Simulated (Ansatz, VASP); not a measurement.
## ZnC: VASP beside Ansatz

```
Zn C
1.0
     0.00000    2.19474    2.19474
     2.19474    0.00000    2.19474
     2.19474    2.19474    0.00000
Zn C
1 1
Direct
  0.00000 0.00000 0.00000
  0.50000 0.50000 0.50000
```

Alike in both runs: functional PBE; k mesh 22 × 22 × 22; occupations gaussian, width 0.1 eV; no spin polarisation.

Ansatz relaxed the structure, and its values are those at the end. VASP's run is a single point on that final structure, the one shown.

```csv
,VASP,Ansatz
version,VASP 6.6.1,Ansatz 0.2.0
potentials or method,"VASP PAW PBE potentials, release 64 (Zn, C), cutoff 520 eV","scalar-relativistic, plane waves, PAW"
valence electrons in the cell,16,16
```

```csv
,VASP,Ansatz,Ansatz less VASP
gap on the k mesh at the Fermi level (eV),none,none,-
pressure (GPa),0.8,0.0,-0.84
```

A gap of «none» marks a metal or a gap that the smearing closes.
